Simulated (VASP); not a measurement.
A run of VASP 6.6.1 is set up as follows.

Contents of INCAR:

```
  PREC = Accurate
  ENCUT = 520
  EDIFF = 1E-7
  ISMEAR = -1
  SIGMA = 0.05
  LREAL = False
  LASPH = True
  NELM = 80
  ALGO = Normal
  ISIF = 2
  LWAVE = False
  LCHARG = True
  LELF = True
  LVHAR = True
  NBANDS = 12
```

Contents of KPOINTS:

```
Automatic mesh
0
Gamma
  14 14 14
```

POSCAR

```
Ti
1.0
    0.0000000000      2.0698140295      2.0698140295
    2.0698140295      0.0000000000      2.0698140295
    2.0698140295      2.0698140295      0.0000000000
Ti
1
Direct
    0.0000000000      0.0000000000      0.0000000000
```

Potentials or basis: VASP PAW LDA potentials, release 64 (Ti_sv).

Command:

```sh
$ cat potpaw_LDA.64/Ti_sv/POTCAR > POTCAR
$ mpirun -np 1 vasp_std > vasp.out
```

Task: Estimate the band gap on the k mesh.

Result: Zero (band 6 reaches 8.59 eV, above the bottom of band 7 at 7.37 eV).

Task: What does it give for the pressure?

Result: -10.4 GPa.
